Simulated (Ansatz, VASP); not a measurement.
**MgO: VASP beside Ansatz**

```
Mg O
1.0
     0.00000    1.88858    1.88858
     1.88858    0.00000    1.88858
     1.88858    1.88858    0.00000
Mg O
1 1
Direct
  0.00000 0.00000 0.00000
  0.50000 0.50000 0.50000
```

Change from the starting cell: volume scaled by 0.72, LAPW.

Alike in both runs: task single point; functional PBEsol; k mesh 15 × 15 × 15; occupations fermi-dirac, width 0.05 eV; no spin polarisation.

```csv
,VASP,Ansatz
version,VASP 6.6.1,Ansatz 0.2.0
potentials or method,"VASP PAW PBE potentials, release 64 (Mg, O), cutoff 520 eV","all-electron LAPW, scalar-relativistic"
```

VASP gave:

```
gap on the k mesh at the Fermi level (eV) : 8.51
pressure (GPa)                            : 103.5
```

**Question.** Which values does Ansatz return?

**Answer.** gap on the k mesh at the Fermi level (eV): 8.50; pressure (GPa): 101.7.

VASP's potentials were made for PBE, not for PBEsol. Both programs put the cell under a high pressure, so it lies far from rest at this level. Ansatz ran all-electron here, and VASP with PAW potentials.

Noted on VASP's run: the cell as given lies far from equilibrium.
